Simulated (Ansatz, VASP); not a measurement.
# In in VASP and in Ansatz

Contents of INCAR:

```
ALGO     = Normal         # electronic algorithm
EDIFF    = 1E-6           # SCF threshold, eV
EDIFFG   = -0.04          # ionic threshold
ENCUT    = 600            # plane-wave cutoff, eV
GGA      = PS             # functional
IBRION   = 2              # ionic algorithm
ISIF     = 3              # what is computed and relaxed
ISMEAR   = 0              # smearing method
LASPH    = True           # aspherical terms in the spheres
LCHARG   = False          # write CHGCAR
LREAL    = False          # projectors in reciprocal space
LWAVE    = False          # write WAVECAR
NELM     = 100            # most SCF steps
NSW      = 90             # ionic steps
PREC     = Accurate       # precision mode
SIGMA    = 0.1            # smearing width, eV
```

Contents of KPOINTS:

```
k-points
0
Gamma
  6 6 2
```

The input POSCAR:

```
In
1.0
    3.1440151445     -2.0779534966      0.0000000000
    3.1440151445      2.0779534966      0.0000000000
    0.0000000000      0.0000000000      8.4764901760
In
4
Direct
    0.8500000000      0.1500000000      0.1170000000
    0.6500000000      0.3500000000      0.6170000000
    0.1500000000      0.8500000000      0.8830000000
    0.3500000000      0.6500000000      0.3830000000
```

Input for Ansatz:

```yaml
crystal:
  lattice:
    - [3.1440151445, -2.0779534966, 0.0]
    - [3.1440151445, 2.0779534966, 0.0]
    - [0.0, 0.0, 8.476490176]
  atoms:
    - { symbol: In, position: [0.85, 0.15, 0.117] }
    - { symbol: In, position: [0.65, 0.35, 0.617] }
    - { symbol: In, position: [0.15, 0.85, 0.883] }
    - { symbol: In, position: [0.35, 0.65, 0.383] }
basis:
  ecutwfc: 420
kpoints:
  mp_grid: { grid: [6, 6, 2] }
hamiltonian:
  xc: pbesol
scf:
  occupations: { method: gaussian, width: 0.1 }
  lower_state_search: "off"
output:
  forces: true
  stress: true
  eigenvalues: true
relax:
  adjacent_minimum: "off"
  f_tol: 0.04
  max_steps: 70
  cell: { stress_tol: 0.4 }
```

Alike in both runs: task relaxation of cell and atoms; functional PBEsol; k mesh 6 × 6 × 2; occupations gaussian, width 0.1 eV; no spin polarisation.

|  | VASP | Ansatz |
| --- | --- | --- |
| version | VASP 6.6.1 | Ansatz 0.2.0 |
| potentials or method | VASP PAW PBE potentials, release 64 (In_d), cutoff 600 eV | scalar-relativistic, plane waves, PAW |
| valence electrons in the cell | 52 | 52 |

Ansatz gave:

```
gap on the k mesh at the Fermi level, each at its own relaxed structure (eV) : none
relaxed volume (Å³/atom)                                                     : 25.54
relaxed cell length with the largest relative difference (Å)                 : 9.354
```

Problem. Which values does VASP return?

Solution. gap on the k mesh at the Fermi level, each at its own relaxed structure (eV): none; relaxed volume (Å³/atom): 25.63; relaxed cell length with the largest relative difference (Å): 9.630.

VASP's potentials were made for PBE, not for PBEsol. A gap of «none» marks a metal or a gap that the smearing closes.

The k mesh is coarse, so the values compare programs but aren't converged.
